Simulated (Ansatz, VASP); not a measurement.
Two plane-wave programs on TaWC2

```
W Ta C
1.0
     1.58227    0.91352    5.13541
    -1.58227    0.91352    5.13541
     0.00000   -1.82704    5.13541
W Ta C
1 1 2
Direct
  0.00000 0.00000 0.00000
  0.50000 0.50000 0.50000
  0.25093 0.25093 0.25093
  0.74907 0.74907 0.74907
```

Alike in both runs: task single point; functional PBE; k mesh 10 × 10 × 10; occupations fermi-dirac, width 0.05 eV; no spin polarisation.

```csv
,VASP,Ansatz
version,VASP 6.6.1,Ansatz 0.2.0
potentials or method,"VASP PAW PBE potentials, release 64 (W_sv, Ta_pv, C)",Ansatz PAW
plane-wave cutoff (eV),520,420
valence electrons in the cell,33,35
```

|  | VASP | Ansatz | Ansatz less VASP |
| --- | --- | --- | --- |
| gap on the k mesh at the Fermi level (eV) | none | none | - |
| pressure (GPa) | -8.2 | -8.9 | -0.69 |
| traceless stress, the component that is largest in VASP (GPa) | 0.08 | 0.05 | -0.028 |
| rms of the force components (eV/Å) | 0.024 | 0.021 | -0.0032 |

Atom by atom the forces differ by 0.003 eV/Å (rms over components). A gap of «none» marks a metal or a gap that the smearing closes. With one functional, cell and mesh, what is left measures potentials, basis and numerics. VASP's potentials hold 33 valence electrons a cell and Ansatz's 35, so a difference there can come from the potentials and not from the codes.

Spin-orbit coupling is off throughout.
